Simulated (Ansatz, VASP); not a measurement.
**Au in VASP and in Ansatz**

Contents of INCAR:

```
PREC = Accurate
ENCUT = 520
EDIFF = 1E-6
ISMEAR = 0
SIGMA = 0.15
LREAL = F
LASPH = T
NELM = 60
ALGO = Fast
ISIF = 2
LWAVE = F
LCHARG = F
GGA = PS
NBANDS = 18
```

KPOINTS

```
regular mesh
0
Gamma
  14 14 14
```

File POSCAR:

```
Au
1.0
    0.0000000000     -3.3145380000      0.0000000000
   -3.3145380000      0.0000000000      0.0000000000
    0.0000000000      0.0000000000     -3.3145380000
Au
2
Direct
    0.5150850586      0.5000000000      0.5000000000
   -0.0150850586      0.0000000000      0.0000000000
```

Input for Ansatz:

```yaml
crystal:
  lattice:
    - [0.0, -3.314538, 0.0]
    - [-3.314538, 0.0, 0.0]
    - [0.0, 0.0, -3.314538]
  atoms:
    - { symbol: Au, position: [0.5150850586, 0.5, 0.5] }
    - { symbol: Au, position: [-0.0150850586, 0.0, 0.0] }
basis:
  ecutwfc: 420
kpoints:
  mp_grid: { grid: [14, 14, 14] }
hamiltonian:
  xc: pbesol
scf:
  occupations: { method: gaussian, width: 0.15 }
output:
  forces: true
  stress: true
  eigenvalues: true
```

Change from the starting cell: mode 4 (114.2 1/cm) frozen in, largest displacement +0.050 Å.

Alike in both runs: task single point; functional PBEsol; k mesh 14 × 14 × 14; occupations gaussian, width 0.15 eV; no spin polarisation.

```csv
,VASP,Ansatz
version,VASP 6.6.1,Ansatz 0.2.0
potentials or method,"VASP PAW PBE potentials, release 64 (Au), cutoff 520 eV","scalar-relativistic, plane waves, PAW"
valence electrons in the cell,22,38
```

|  | VASP | Ansatz | Ansatz less VASP |
| --- | --- | --- | --- |
| gap on the k mesh at the Fermi level (eV) | none | none | - |
| pressure (GPa) | -8.8 | -8.7 | +0.18 |
| traceless stress, the component that is largest in VASP (GPa) | -0.38 | -0.39 | -0.004 |
| rms of the force components (eV/Å) | 0.270 | 0.272 | +0.0016 |

VASP's potentials were made for PBE, not for PBEsol. Atom by atom the forces differ by 0.002 eV/Å (rms over components). A gap of «none» marks a metal or a gap that the smearing closes. VASP's potentials hold 22 valence electrons a cell and Ansatz's 38, so a difference there can come from the potentials and not from the codes.

Neither program's run includes spin-orbit coupling.
